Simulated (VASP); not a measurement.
Here is a VASP 6.6.1 calculation.

INCAR

```
PREC = Accurate
ENCUT = 520
EDIFF = 1E-6
ISMEAR = 0
SIGMA = 0.15
LREAL = False
LASPH = True
NELM = 150
ALGO = Normal
ISIF = 2
LWAVE = False
LCHARG = True
ISPIN = 2
MAGMOM = 0.6 0.6
LORBIT = 11
LMAXMIX = 4
GGA = PS
LELF = True
LVHAR = True
NBANDS = 21
```

KPOINTS

```
Automatic mesh
0
Gamma
  12 12 12
```

POSCAR

```
Ni
1.0
    0.0000000000     -2.7550755736      0.0000000000
   -2.7550755736      0.0000000000      0.0000000000
    0.0000000000      0.0000000000     -2.7550755736
Ni
2
Direct
    0.5000000000      0.5000000000      0.5000000000
    0.0000000000      0.0000000000      0.0000000000
```

Potentials or basis: VASP PAW PBE potentials, release 64 (Ni).

Run with:

```bash
$ cat potpaw_PBE.64/Ni/POTCAR > POTCAR
$ mpirun -np 1 vasp_std > vasp.out
```

(1) Estimate the site moments.

(2) What does it give for the pressure?

## Answers

(1) Ni +0.50 μB.

(2) -0.1 GPa.

Caveat: the PAW data sets were made with another functional, which shifts forces and pressure a little.
